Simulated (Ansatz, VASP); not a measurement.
**CsH in VASP and in Ansatz**

File POSCAR:

```
CsH
1.0
    0.0000000000      2.9329600000      3.0604800000
    2.9329600000      0.0000000000      3.0604800000
    2.9329600000      2.9329600000      0.0000000000
Cs H
1 1
Direct
    0.0000000000      0.0000000000      0.0000000000
    0.5000000000      0.5000000000      0.5000000000
```

Contents of INCAR.step1:

```
ALGO     = Normal         # electronic algorithm
EDIFF    = 1E-4           # SCF threshold, eV
ENCUT    = 520            # plane-wave cutoff, eV
GGA      = PE             # functional
ISMEAR   = 0              # smearing method
LASPH    = T              # aspherical terms in the spheres
LCHARG   = F              # write CHGCAR
LREAL    = F              # projectors in reciprocal space
LWAVE    = T              # write WAVECAR
NBANDS   = 12             # bands
NELM     = 60             # most SCF steps
PREC     = Accurate       # precision mode
SIGMA    = 0.05           # smearing width, eV
```

The input INCAR.step2:

```
ALGO     = Normal         # electronic algorithm
EDIFF    = 1E-6           # SCF threshold, eV
ENCUT    = 520            # plane-wave cutoff, eV
ISIF     = 2              # what is computed and relaxed
ISMEAR   = 0              # smearing method
ISTART   = 1            
LASPH    = T              # aspherical terms in the spheres
LCHARG   = F              # write CHGCAR
LMIXTAU  = T            
LREAL    = F              # projectors in reciprocal space
LWAVE    = F              # write WAVECAR
METAGGA  = R2SCAN         # meta-GGA
NBANDS   = 12             # bands
NELM     = 60             # most SCF steps
PREC     = Accurate       # precision mode
SIGMA    = 0.05           # smearing width, eV
```

File KPOINTS:

```
k-points
0
Gamma
  6 6 6
```

Input for Ansatz:

```yaml
crystal:
  lattice:
    - [0.0, 2.93296, 3.06048]
    - [2.93296, 0.0, 3.06048]
    - [2.93296, 2.93296, 0.0]
  atoms:
    - { symbol: Cs, position: [0.0, 0.0, 0.0] }
    - { symbol: H, position: [0.5, 0.5, 0.5] }
basis:
  ecutwfc: 500
kpoints:
  mp_grid: { grid: [6, 6, 6] }
hamiltonian:
  xc: r2scan
scf:
  occupations: { method: gaussian, width: 0.05 }
output:
  forces: true
  stress: true
  eigenvalues: true
```

Change from the starting cell: strain -0.080 along x and y, -0.040 along z, atoms carried along.

Alike in both runs: task single point; functional r2SCAN; k mesh 6 × 6 × 6; occupations gaussian, width 0.05 eV; no spin polarisation.

|  | VASP | Ansatz |
| --- | --- | --- |
| version | VASP 6.6.1 | Ansatz 0.2.0 |
| potentials or method | VASP PAW PBE potentials, release 64 (Cs_sv, H), cutoff 520 eV | scalar-relativistic, plane waves, PAW |
| valence electrons in the cell | 10 | 10 |

```csv
,VASP,Ansatz,Ansatz less VASP
gap on the k mesh at the Fermi level (eV),2.33,2.36,+0.033
least direct gap on the mesh (eV),2.33,2.36,+0.033
pressure (GPa),3.2,3.1,-0.12
"traceless stress, the component that is largest in VASP (GPa)",-1.38,-1.35,+0.030
```

VASP's potentials were made for PBE, not for r2SCAN. With one functional, cell and mesh, what is left measures potentials, basis and numerics.

Spin-orbit coupling is off throughout.
